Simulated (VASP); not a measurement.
Wanted: the native input for a VASP 6.6.1 run.

```yaml
Task: single point
Functional: r2SCAN
Potentials_or_basis: VASP PAW PBE potentials, release 64 (Mg_sv, O)
Cutoff: 660 eV
k_mesh: 9 × 9 × 8
Occupations: gaussian, width 0.05 eV
Spin: no spin polarisation
Dipole_correction: no
Further_INCAR_settings: ALGO = Normal; EDIFF = 1e-06; NBANDS = 15
```

The system is MgO.

```xyz
2
Lattice="2.9380 0.0000 0.0000 -1.4690 2.5444 0.0000 0.0000 0.0000 2.6797" Properties=species:S:1:pos:R:3 pbc="T T T"
Mg    0.0000    0.0000    0.0000
O     0.0000    1.6963    1.3398
```

The input as run:

POSCAR

```
MgO
1.0
    2.9380209034      0.0000000000      0.0000000000
   -1.4690104517      2.5444007392      0.0000000000
    0.0000000000      0.0000000000      2.6796800000
Mg O
1 1
Direct
    0.0000000000      0.0000000000      0.0000000000
    0.3333333333      0.6666666667      0.5000000000
```

INCAR.step1

```
SYSTEM = MgO
PREC = Accurate
ENCUT = 660
ISMEAR = 0
SIGMA = 0.05
LREAL = .False.
LASPH = .True.
NELM = 120
NBANDS = 15
GGA = PE
ALGO = Normal
EDIFF = 1E-5
LWAVE = .True.
LCHARG = .False.
GGA_COMPAT = .False.
```

INCAR.step2

```
SYSTEM = MgO
PREC = Accurate
ENCUT = 660
EDIFF = 1E-6
ISMEAR = 0
SIGMA = 0.05
LREAL = .False.
LASPH = .True.
NELM = 120
ALGO = Normal
ISIF = 2
LWAVE = .False.
LCHARG = .True.
METAGGA = R2SCAN
LMIXTAU = .True.
LELF = .True.
LVHAR = .True.
NBANDS = 15
ISTART = 1
GGA_COMPAT = .False.
```

KPOINTS

```
Automatic mesh
0
Gamma
  9 9 8
  0 0 0
```

Potentials or basis: VASP PAW PBE potentials, release 64 (Mg_sv, O).

Command:

```bash
$ cat potpaw_PBE.64/Mg_sv/POTCAR potpaw_PBE.64/O/POTCAR > POTCAR
$ cp INCAR.step1 INCAR
$ mpirun -np 1 vasp_std > vasp.out
$ cp INCAR.step2 INCAR
$ mpirun -np 1 vasp_std > vasp.out
```

It gave:

| Item | Value |
| --- | --- |
| Pressure | -5.8 GPa |
| Band gap on the k mesh | 3.81 eV (least direct gap 4.22 eV) |

Caveat: the cell stands under tension; the PAW data sets were made with another functional, which shifts forces and pressure a little.

Run time: 2.8 min on 1 thread of Intel(R) Xeon(R) Platinum 8375C CPU @ 2.90GHz (Ice Lake), on a shared host, peak memory 0.16 GiB.
